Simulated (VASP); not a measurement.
# Cs (I4_1/amd) in VASP: single point with r2SCAN

Aim: the single point of Cs with r2SCAN.

Everything below comes from runs of VASP 6.6.1. Logs are shortened: lines on timing, memory, paths and dates and some standing lists are left out, and cuts for length are marked.

## Step 1: The cell of the first run

It takes space group I4_1/amd (No. 141, tetragonal). Conventional cell: a = 5.108 Å, b = 5.108 Å, c = 19.192 Å, α = 90.00°, β = 90.00°, γ = 90.00°.

## Step 2: Single point, r2SCAN

POSCAR

```
Cs
1.0
   -2.5538463026      2.5538463026      9.5960667852
    2.5538463026     -2.5538463026      9.5960667852
    2.5538463026      2.5538463026     -9.5960667852
Cs
2
Direct
    0.2500000000      0.7500000000      0.5000000000
    0.5000000000      0.5000000000      0.0000000000
```

INCAR.step1

```
SYSTEM = Cs
PREC     = Accurate       ! precision mode
ENCUT    = 520            ! plane-wave cutoff, eV
ISMEAR   = 0              ! smearing method
SIGMA    = 0.1            ! smearing width, eV
LREAL    = .FALSE.        ! projectors in reciprocal space
LASPH    = .TRUE.         ! aspherical terms in the spheres
NELM     = 100            ! most SCF steps
NBANDS   = 16             ! bands
GGA      = PE             ! functional
ALGO     = Normal         ! electronic algorithm
EDIFF    = 1E-4           ! SCF threshold, eV
LWAVE    = .TRUE.         ! write WAVECAR
LCHARG   = .FALSE.        ! write CHGCAR
```

INCAR.step2

```
SYSTEM = Cs
PREC     = Accurate       ! precision mode
ENCUT    = 520            ! plane-wave cutoff, eV
EDIFF    = 1E-6           ! SCF threshold, eV
ISMEAR   = 0              ! smearing method
SIGMA    = 0.1            ! smearing width, eV
LREAL    = .FALSE.        ! projectors in reciprocal space
LASPH    = .TRUE.         ! aspherical terms in the spheres
NELM     = 100            ! most SCF steps
ALGO     = Normal         ! electronic algorithm
ISIF     = 2              ! what is computed and relaxed
LWAVE    = .FALSE.        ! write WAVECAR
LCHARG   = .FALSE.        ! write CHGCAR
METAGGA  = R2SCAN         ! meta-GGA
LMIXTAU  = .TRUE.       
NBANDS   = 16             ! bands
ISTART   = 1
```

KPOINTS

```
Automatic mesh
0
G
  6 6 6
  0 0 0
```

Potentials or basis: VASP PAW PBE potentials, release 64 (Cs_sv).

Launch:

```sh
> cat potpaw_PBE.64/Cs_sv/POTCAR > POTCAR
> cp INCAR.step1 INCAR
> mpirun -np 1 vasp_std > vasp.out
> cp INCAR.step2 INCAR
> mpirun -np 1 vasp_std > vasp.out
```

OUTCAR:

```text
SYSTEM = Cs
   PREC = Accurate
   ENCUT = 520
   EDIFF = 1E-6
   ISMEAR = 0
   LREAL = .FALSE.
   LASPH = .TRUE.
   NELM = 100
   ISIF = 2
   METAGGA = R2SCAN
   ISTART = 1

 ion  position               nearest neighbor table
   1  0.250  0.750  0.500-
   2  0.500  0.500  0.000-

  LATTYP: Found a body centered tetragonal cell.
 ALAT       =     5.1076926052
 C/A-ratio  =     3.7574958115

  Lattice vectors:

 A1 = (  -2.5538463026,   2.5538463026,   9.5960667852)
 A2 = (   2.5538463026,  -2.5538463026,   9.5960667852)
 A3 = (   2.5538463026,   2.5538463026,  -9.5960667852)

Analysis of symmetry for initial positions (statically):
=====================================================================
 Subroutine PRICEL returns:
 Original cell was already a primitive cell.

 Routine SETGRP: Setting up the symmetry group for a
 body centered tetragonal supercell.

 Subroutine GETGRP returns: Found 16 space group operations
 (whereof  8 operations were pure point group operations)
 out of a pool of 16 trial point group operations.

The static configuration has the point symmetry D_2d.
 The point group associated with its full space group is D_4h.

Analysis of symmetry for dynamics (positions and initial velocities):
=====================================================================
 Subroutine PRICEL returns:
 Original cell was already a primitive cell.

 Routine SETGRP: Setting up the symmetry group for a
 body centered tetragonal supercell.

 Subroutine GETGRP returns: Found 16 space group operations
 (whereof  8 operations were pure point group operations)
 out of a pool of 16 trial point group operations.

The dynamic configuration has the point symmetry D_2d.
 The point group associated with its full space group is D_4h.

 Subroutine INISYM returns: Found 16 space group operations
 (whereof  8 operations are pure point group operations),
 and found     1 'primitive' translations

----------------------------------------------------------------------------------------

                                     Primitive cell

  volume of cell :     250.3472

  direct lattice vectors                    reciprocal lattice vectors
    -2.553846303  2.553846303  9.596066785     0.000000000  0.195783121  0.052104681
     2.553846303 -2.553846303  9.596066785     0.195783121  0.000000000  0.052104681
     2.553846303  2.553846303 -9.596066785     0.195783121  0.195783121  0.000000000

  length of vectors
    10.253231667 10.253231667 10.253231667     0.202597947  0.202597947  0.276879145

  position of ions in fractional coordinates (direct lattice)
     0.250000000  0.750000000  0.500000000
     0.500000000  0.500000000  0.000000000

  ion indices of the primitive-cell ions
   primitive index   ion index
                 1           1
                 2           2

----------------------------------------------------------------------------------------

 KPOINTS: Automatic mesh

Automatic generation of k-mesh.
 Grid dimensions read from file:
 generate k-points for:    6    6    6

 Generating k-lattice:

  Cartesian coordinates                     Fractional coordinates (reciprocal lattice)
     0.000000000  0.032630520  0.008684114     0.166666667  0.000000000 -0.000000000
     0.032630520  0.000000000  0.008684114     0.000000000  0.166666667 -0.000000000
     0.032630520  0.032630520  0.000000000     0.000000000  0.000000000  0.166666667

  Length of vectors
     0.033766325  0.033766325  0.046146524

  Shift w.r.t. Gamma in fractional coordinates (k-lattice)
     0.000000000  0.000000000  0.000000000

 Subroutine IBZKPT returns following result:
 ===========================================

 Found     30 irreducible k-points:

 Following reciprocal coordinates:
            Coordinates               Weight
  0.000000  0.000000  0.000000      1.000000
  0.166667 -0.000000  0.000000      8.000000
  0.333333 -0.000000  0.000000      8.000000
  0.500000 -0.000000  0.000000      4.000000
  0.166667  0.166667  0.000000      8.000000
  0.333333  0.166667  0.000000     16.000000
[... 16 lines left out ...]
 -0.333333 -0.333333  0.166667      8.000000
 -0.166667 -0.333333  0.166667      8.000000
 [... further k-points ...]
   k-points           NKPTS =     30   k-points in BZ     NKDIM =     30   number of bands    NBANDS=     16
   number of dos      NEDOS =    301   number of ions     NIONS =      2
   total plane-waves  NPLWV = 512000
   dimension x,y,z NGX =    80 NGY =   80 NGZ =   80
   dimension x,y,z NGXF=   160 NGYF=  160 NGZF=  160
   ions per type =               2
   NGX,Y,Z   is equivalent  to a cutoff of  12.97, 12.97, 12.97 a.u.
   NGXF,Y,Z  is equivalent  to a cutoff of  25.94, 25.94, 25.94 a.u.
 SYSTEM =  Cs
   PREC   = accura    normal or accurate (medium, high low for compatibility)
   ISTART =      1    job   : 0-new  1-cont  2-samecut
   ICHARG =      0    charge: 1-file 2-atom 10-const
   ISPIN  =      1    spin polarized calculation?
   LNONCOLLINEAR =      F non collinear calculations
   LSORBIT =      F    spin-orbit coupling
   LASPH  =      T    aspherical Exc in radial PAW
   ENCUT  =  520.0 eV  38.22 Ry    6.18 a.u.  19.06 19.06 19.06*2*pi/ulx,y,z
   NELM   =    100;   NELMIN=  2; NELMDL=  0     # of ELM steps
   EDIFF  = 0.1E-05   stopping-criterion for ELM
   LREAL  =      F    real-space projection
   EDIFFG = 0.1E-04   stopping-criterion for IOM
   NSW    =      0    number of steps for IOM
   IBRION =     -1    ionic relax: 0-MD 1-quasi-New 2-CG
   NFREE  =      0    steps in history (QN), initial steepest desc. (CG)
   ISIF   =      2    stress and relaxation
   ISYM   =      2    0-nonsym 1-usesym 2-fastsym
   POTIM  = 0.5000    time-step for ionic-motion
   TEBEG  =    0.0;   TEEND  =   0.0 temperature during run
   PSTRESS=    0.0 pullay stress
   NELECT =      18.0000    total number of electrons
   NUPDOWN=      -1.0000    fix difference up-down
   EMIN   =  10.00;   EMAX   =-10.00  energy-range for DOS
   EFERMI =   0.00;   METHOD = LEGACY
   ISMEAR =     0;   SIGMA  =   0.10  broadening in eV -4-tet -1-fermi 0-gaus
   EFERMI_NEDOS =   21; number of points for ismear=-14 and -15
   IALGO  =     38    algorithm
   IMIX   =      4    mixing-type and parameters
     AMIX     =   0.40;   BMIX     =  1.00
     AMIX_MAG =   1.60;   BMIX_MAG =  1.00
  volume/ion in A,a.u.               =     125.17       844.71
  Fermi-wavevector in a.u.,A,eV,Ry     =   0.680745  1.286422  6.305135  0.463414
  Thomas-Fermi vector in A             =   1.759326
   LORBIT       =      0    0 simple, 1 ext, 2 COOP (PROOUT), +10 PAW based schemes
   METAGGA = R2SCAN    functional components
   LHFCALC =     F    Hartree Fock is set to
   AEXX    =    0.0000 exact exchange contribution
   IVDW    =     0    specifies the selected vdW correction
   LEPSILON=     F    determine dielectric tensor
   LRPA    =     F    only Hartree local field effects (RPA)
 non-spin polarized calculation
 Gauss-broadening in eV      SIGMA  =   0.10
  energy-cutoff  :      520.00
  volume of cell :      250.35
 maximum number of plane-waves:      6816
 NGX is ok and might be reduce to    80
   NGX = 39   NGY = 39   NGZ = 39

 number of electron      18.0000001 magnetization

 Free energy of the ion-electron system (eV)
  ---------------------------------------------------
  ext. energy  EPLUGINS =         0.00000000
  ---------------------------------------------------
  free energy    TOTEN  =       -49.92854538 eV

  energy without entropy =      -49.91702631  energy(sigma->0) =      -49.92278584

 E-fermi :   0.3880     XC(G=0):  -5.4108

 val. band max:        0.3614600777   @ k =   0.0000   0.0000   0.0000
 cond. band min:       0.4049837939   @ k =   0.1667   0.1667   0.0000
 fundamental gap:      0.0435237162
 Fermi energy:         0.3879825971

 k-point     1 :       0.0000    0.0000    0.0000
  band No.  band energies     occupation
      1     -24.6016      2.00000
      2     -24.5969      2.00000
      3     -11.0834      2.00000
      4     -10.9702      2.00000
      5     -10.9702      2.00000
      6     -10.9688      2.00000
[... 8 lines left out ...]
     15       3.8420      0.00000
     16       3.8420      0.00000

 k-point     2 :       0.1667   -0.0000    0.0000
  band No.  band energies     occupation
      1     -24.6000      2.00000
      2     -24.5958      2.00000
      3     -11.0746      2.00000
      4     -11.0055      2.00000
      5     -10.9985      2.00000
      6     -10.9693      2.00000
[... 8 lines left out ...]
     15       3.2436      0.00000
     16       3.7726      0.00000

 k-point     3 :       0.3333   -0.0000    0.0000
  band No.  band energies     occupation
      1     -24.5968      2.00000
      2     -24.5938      2.00000
      3     -11.0757      2.00000
      4     -11.0711      2.00000
      5     -11.0419      2.00000
      6     -10.9759      2.00000
[... 8 lines left out ...]
     15       3.0630      0.00000
     16       3.6491      0.00000

 k-point     4 :       0.5000   -0.0000    0.0000
  band No.  band energies     occupation
      1     -24.5951      2.00000
      2     -24.5928      2.00000
      3     -11.1070      2.00000
      4     -11.0996      2.00000
      5     -11.0334      2.00000
      6     -10.9817      2.00000
[... 8 lines left out ...]
     15       3.0309      0.00000
     16       3.4827      0.00000

 k-point     5 :       0.1667    0.1667    0.0000
  band No.  band energies     occupation
      1     -24.5984      2.00000
      2     -24.5949      2.00000
      3     -11.0633      2.00000
      4     -11.0067      2.00000
      5     -11.0024      2.00000
      6     -10.9952      2.00000
[... 8 lines left out ...]
     15       3.0426      0.00000
     16       3.1711      0.00000

 k-point     6 :       0.3333    0.1667    0.0000
  band No.  band energies     occupation
      1     -24.5951      2.00000
      2     -24.5928      2.00000
      3     -11.0706      2.00000
      4     -11.0671      2.00000
      5     -11.0324      2.00000
      6     -10.9997      2.00000
[... 8 lines left out ...]
     15       2.9983      0.00000
     16       3.1798      0.00000
[... 267 lines left out ...]
 k-point    21 :      -0.3333    0.5000    0.1667
  band No.  band energies     occupation
      1     -24.5946      2.00000
      2     -24.5934      2.00000
      3     -11.0738      2.00000
      4     -11.0624      2.00000
      5     -11.0217      2.00000
      6     -11.0039      2.00000
[... 8 lines left out ...]
     15       2.9199      0.00000
     16       3.1523      0.00000

 k-point    22 :      -0.1667    0.5000    0.1667
  band No.  band energies     occupation
      1     -24.5963      2.00000
      2     -24.5943      2.00000
      3     -11.0771      2.00000
      4     -11.0683      2.00000
      5     -11.0313      2.00000
      6     -10.9883      2.00000
[... 8 lines left out ...]
     15       3.0027      0.00000
     16       3.6550      0.00000

 k-point    23 :      -0.3333   -0.3333    0.1667
  band No.  band energies     occupation
      1     -24.5976      2.00000
      2     -24.5956      2.00000
      3     -11.0469      2.00000
      4     -11.0133      2.00000
      5     -11.0041      2.00000
      6     -10.9935      2.00000
[... 8 lines left out ...]
     15       2.8887      0.00000
     16       3.1870      0.00000

 k-point    24 :      -0.1667   -0.3333    0.1667
  band No.  band energies     occupation
      1     -24.5995      2.00000
      2     -24.5964      2.00000
      3     -11.0616      2.00000
      4     -11.0102      2.00000
      5     -10.9949      2.00000
      6     -10.9819      2.00000
[... 8 lines left out ...]
     15       3.1059      0.00000
     16       3.6102      0.00000

 [... further k-points ...]

------------------------ aborting loop because EDIFF is reached ----------------------------------------

  FORCE on cell =-STRESS in cart. coord.  units (eV):
  Direction    XX          YY          ZZ          XY          YZ          ZX
  --------------------------------------------------------------------------------------
  -------------------------------------------------------------------------------------
  Total        0.0118953      0.0118953     -0.0306607      0.0000000      0.0000000      0.0000000
  in kB        0.0761276      0.0761276     -0.1962229      0.0000000      0.0000000      0.0000000
  external PRESSURE =      -0.0146559 kB  Pullay stress =       0.0000000 kB

 VOLUME and BASIS-vectors are now :
 -----------------------------------------------------------------------------
  energy-cutoff  :      520.00
  volume of cell :      250.35
      direct lattice vectors                 reciprocal lattice vectors
    -2.553846303  2.553846303  9.596066785     0.000000000  0.195783121  0.052104681
     2.553846303 -2.553846303  9.596066785     0.195783121  0.000000000  0.052104681
     2.553846303  2.553846303 -9.596066785     0.195783121  0.195783121  0.000000000

 POSITION                                       TOTAL-FORCE (eV/Angst)
 -----------------------------------------------------------------------------------
      2.55385      0.00000      4.79803        -0.000000      0.000000     -0.000000
      0.00000      0.00000      9.59607         0.000000     -0.000000      0.000000
 -----------------------------------------------------------------------------------
    total drift:                                0.000000     -0.000000      0.000000

  FREE ENERGIE OF THE ION-ELECTRON SYSTEM (eV)
  ---------------------------------------------------
  free  energy   TOTEN  =       -49.9285453774 eV

  energy  without entropy=      -49.9170263124  energy(sigma->0) =      -49.92278584
```

Run time: 25 min. Hardware: 1 thread of Intel Xeon Platinum 8488C (Sapphire Rapids), shared host; peak memory 1.1 GiB.

Results:

```yaml
Free_energy: -49.9285 eV
Pressure: 0.0 GPa
Band_gap_on_the_k_mesh: zero (bands 9 and 10 overlap by 1.66 eV)
```

Caveat: the PAW data sets were made with another functional, which shifts forces and pressure a little; spin-orbit coupling is left out, which moves the levels of the heavy elements.
